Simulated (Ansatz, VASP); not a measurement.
**Cu in VASP and in Ansatz**

```xyz
1
Lattice="1.2832 0.7409 2.0961 -1.2832 0.7409 2.0961 0.0000 -1.4818 2.0961" Properties=species:S:1:pos:R:3 pbc="T T T"
Cu    0.0000    0.0000    3.1442
```

Alike in both runs: task single point; functional r2SCAN; k mesh 24 × 24 × 24; occupations gaussian, width 0.1 eV; no spin polarisation.

|  | VASP | Ansatz |
| --- | --- | --- |
| version | VASP 6.6.1 | Ansatz 0.2.0 |
| potentials or method | VASP PAW PBE potentials, release 64 (Cu), cutoff 520 eV | scalar-relativistic, plane waves, PAW |
| valence electrons in the cell | 11 | 19 |

|  | VASP | Ansatz | Ansatz less VASP |
| --- | --- | --- | --- |
| gap on the k mesh at the Fermi level (eV) | none | none | - |
| pressure (GPa) | -5.8 | -6.4 | -0.58 |

VASP's potentials were made for PBE, not for r2SCAN. A gap of «none» marks a metal or a gap that the smearing closes. VASP's potentials hold 11 valence electrons a cell and Ansatz's 19, so a difference there can come from the potentials and not from the codes.
